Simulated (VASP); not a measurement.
Here is a VASP 6.6.1 calculation.

File INCAR:

```
PREC = Accurate
ENCUT = 520
EDIFF = 1E-6
ISMEAR = -1
SIGMA = 0.1
LREAL = F
LASPH = T
NELM = 100
ALGO = Normal
ISIF = 2
LWAVE = F
LCHARG = F
NBANDS = 13
```

Contents of KPOINTS:

```
Automatic mesh
0
Gamma
  17 17 9
```

Contents of POSCAR:

```
Se
1.0
    2.6154497233      0.0000000000      0.0000000000
   -1.3077248616      2.2650459027      0.0000000000
    0.0000000000      0.0000000000      3.8375828466
Se
2
Direct
    0.3333333333      0.6666666667      0.2500000000
    0.6666666667      0.3333333333      0.7500000000
```

Potentials or basis: VASP PAW LDA potentials, release 64 (Se).

Command:

```sh
$ cat potpaw_LDA.64/Se/POTCAR > POTCAR
$ mpirun -np 1 vasp_std > vasp.out
```

**Question.** Estimate the band gap on the k mesh.

**Answer.** Zero (bands 6 and 7 overlap by 9.17 eV).

**Question.** Estimate the pressure.

**Answer.** 142.6 GPa.

Stress tensor (GPa, compression positive):
```
142.32   0.00   0.00
  0.00 142.32   0.00
  0.00   0.00 143.01
```

Caveat: the cell stands under pressure.
